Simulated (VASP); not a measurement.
Ge, 2 atoms in the cell. It takes space group Imma (No. 74, orthorhombic). The conventional cell has a = 5.025 Å, b = 5.337 Å, c = 2.893 Å, α = 90.00°, β = 90.00°, γ = 90.00°. Within 3.6 Å of Ge (site symmetry mm2) lie 8 Ge at 2.69 to 3.10 Å. 

| Property | Result |
| --- | --- |
| Program | VASP 6.6.1 |
| Task | single point |
| Functional | PBEsol |
| Potentials or basis | VASP PAW PBE potentials, release 64 (Ge_d) |
| Cutoff | 520 eV |
| k mesh | 11 × 11 × 11 |
| Occupations | fermi-dirac, width 0.05 eV |
| Spin | no spin polarisation |
| Dipole correction | no |
| Further INCAR settings | ALGO = Normal; EDIFF = 1e-07; NBANDS = 21 |

Potentials or basis: VASP PAW PBE potentials, release 64 (Ge_d).

Run with:

```console
$ cat potpaw_PBE.64/Ge_d/POTCAR > POTCAR
$ mpirun -np 1 vasp_std > vasp.out
```

Hardware: 1 thread of Intel(R) Xeon(R) Platinum 8375C CPU @ 2.90GHz (Ice Lake) (shared host).

Estimate the wall time of this run.

It took 3.5 min on 1 thread of Intel(R) Xeon(R) Platinum 8375C CPU @ 2.90GHz (Ice Lake) (shared host), peak memory 0.27 GiB. Counts: scf iterations 11, k points 216.
